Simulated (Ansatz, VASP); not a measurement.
Ir in VASP and in Ansatz

File POSCAR:

```
Ir
1.0
    0.0000000000      1.9411115100      1.9411115100
    1.9411115100      0.0000000000      1.9411115100
    1.9411115100      1.9411115100      0.0000000000
Ir
1
Direct
    0.0000000000      0.0000000000      0.0000000000
```

The input INCAR.step1:

```
SYSTEM = Ir
  ALGO = Normal
  EDIFF = 1E-5
  ENCUT = 620
  GGA = PE
  GGA_COMPAT = .FALSE.
  ISMEAR = 0
  LASPH = .TRUE.
  LCHARG = .FALSE.
  LREAL = .FALSE.
  LWAVE = .TRUE.
  NBANDS = 14
  NELM = 120
  PREC = Accurate
  SIGMA = 0.1
```

The input INCAR.step2:

```
SYSTEM = Ir
  ALGO = Normal
  EDIFF = 1E-6
  ENCUT = 620
  GGA_COMPAT = .FALSE.
  ISIF = 2
  ISMEAR = 0
  ISTART = 1
  LASPH = .TRUE.
  LCHARG = .FALSE.
  LMIXTAU = .TRUE.
  LREAL = .FALSE.
  LWAVE = .FALSE.
  METAGGA = R2SCAN
  NBANDS = 14
  NELM = 120
  PREC = Accurate
  SIGMA = 0.1
```

The input KPOINTS:

```
k-points
0
G
  18 18 18
  0 0 0
```

Input for Ansatz:

```yaml
crystal:
  lattice:
    - [0.0, 1.94111151, 1.94111151]
    - [1.94111151, 0.0, 1.94111151]
    - [1.94111151, 1.94111151, 0.0]
  atoms:
    - { symbol: Ir, position: [0.0, 0.0, 0.0] }
basis:
  ecutwfc: 500
kpoints:
  mp_grid: { grid: [18, 18, 18] }
hamiltonian:
  xc: r2scan
scf:
  occupations: { method: gaussian, width: 0.1 }
output:
  forces: true
  stress: true
  eigenvalues: true
```

Alike in both runs: task single point; functional r2SCAN; k mesh 18 × 18 × 18; occupations gaussian, width 0.1 eV; no spin polarisation.

|  | VASP | Ansatz |
| --- | --- | --- |
| version | VASP 6.6.1 | Ansatz 0.2.0 |
| potentials or method | VASP PAW PBE potentials, release 64 (Ir_sv_GW), cutoff 620 eV | scalar-relativistic, plane waves, PAW |
| valence electrons in the cell | 17 | 17 |

|  | VASP | Ansatz | Ansatz less VASP |
| --- | --- | --- | --- |
| gap on the k mesh at the Fermi level (eV) | none | none | - |
| pressure (GPa) | -11.2 | -10.4 | +0.90 |

VASP's potentials were made for PBE, not for r2SCAN. A gap of «none» marks a metal or a gap that the smearing closes.

Spin-orbit coupling is off throughout.
